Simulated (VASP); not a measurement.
Wanted: the native input for a VASP 6.6.1 run.

```yaml
Task: single point
Functional: r2SCAN
Potentials_or_basis: VASP PAW PBE potentials, release 64 (W_sv)
Cutoff: 550 eV
k_mesh: 19 × 19 × 19
Occupations: fermi-dirac, width 0.08 eV
Spin: no spin polarisation
Dipole_correction: no
Further_INCAR_settings: ALGO = Normal; EDIFF = 1e-06; NBANDS = 13
```

Crystal: W.

```
CELL_PARAMETERS angstrom
-1.36532 1.36532 1.36532
1.36532 -1.36532 1.36532
1.36532 1.36532 -1.36532
ATOMIC_POSITIONS crystal
W 0.00000 0.00000 0.00000
```

This cell differs from its parent crystal: volume scaled by 0.64.

The input as run:

POSCAR

```
W
1.0
   -1.3653174286      1.3653174286      1.3653174286
    1.3653174286     -1.3653174286      1.3653174286
    1.3653174286      1.3653174286     -1.3653174286
W
1
Direct
    0.0000000000      0.0000000000      0.0000000000
```

INCAR.step1

```
SYSTEM = W
PREC = Accurate
ENCUT = 550
ISMEAR = -1
SIGMA = 0.08
LREAL = .FALSE.
LASPH = .TRUE.
NELM = 120
NBANDS = 13
GGA = PE
ALGO = Normal
EDIFF = 1E-5
LWAVE = .TRUE.
LCHARG = .FALSE.
GGA_COMPAT = .FALSE.
```

INCAR.step2

```
SYSTEM = W
PREC = Accurate
ENCUT = 550
EDIFF = 1E-6
ISMEAR = -1
SIGMA = 0.08
LREAL = .FALSE.
LASPH = .TRUE.
NELM = 120
ALGO = Normal
ISIF = 2
LWAVE = .FALSE.
LCHARG = .FALSE.
METAGGA = R2SCAN
LMIXTAU = .TRUE.
NBANDS = 13
ISTART = 1
GGA_COMPAT = .FALSE.
```

KPOINTS

```
regular mesh
0
G
  19 19 19
  0 0 0
```

Potentials or basis: VASP PAW PBE potentials, release 64 (W_sv).

Run with:

```sh
$ cat potpaw_PBE.64/W_sv/POTCAR > POTCAR
$ cp INCAR.step1 INCAR
$ mpirun -np 1 vasp_std > vasp.out
$ cp INCAR.step2 INCAR
$ mpirun -np 1 vasp_std > vasp.out
```

Results of the run:

| Item | Value |
| --- | --- |
| Pressure | 357.8 GPa |
| Band gap on the k mesh | zero (band 7 reaches 27.61 eV, above the bottom of band 8 at 16.44 eV) |

Caveat: the PAW data sets were made with another functional, which shifts forces and pressure a little; spin-orbit coupling is left out, which moves the levels of the heavy elements.

It took 94 s on 1 thread of AMD EPYC 9R45 (Zen 5) (shared host), peak memory 0.11 GiB.
